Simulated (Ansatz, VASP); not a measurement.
Sb: VASP beside Ansatz

```xyz
1
Lattice="-1.5973 1.5973 2.7476 1.5973 -1.5973 2.7476 1.5973 1.5973 -2.7476" Properties=species:S:1:pos:R:3 pbc="T T T"
Sb    0.0000    0.0000    0.0000
```

Change from the starting cell: volume scaled by 1.04.

Alike in both runs: task single point; functional PBEsol; dispersion D4; k mesh 12 × 12 × 12; occupations gaussian, width 0.01 eV; no spin polarisation.

|  | VASP | Ansatz |
| --- | --- | --- |
| version | VASP 6.6.1 | Ansatz 0.2.0 |
| potentials or method | VASP PAW PBE potentials, release 64 (Sb), cutoff 520 eV | all-electron LAPW, scalar-relativistic |

Ansatz gave:

* gap on the k mesh at the Fermi level (eV): none
* pressure (GPa): -5.2
* traceless stress, the component that is largest in VASP (GPa): -0.09

Problem. Estimate VASP's values.

Solution. gap on the k mesh at the Fermi level (eV): none; pressure (GPa): -5.3; traceless stress, the component that is largest in VASP (GPa): -0.12.

VASP's potentials were made for PBE, not for PBEsol. A gap of «none» marks a metal or a gap that the smearing closes. Ansatz ran all-electron here, and VASP with PAW potentials.

Neither program's run includes spin-orbit coupling.
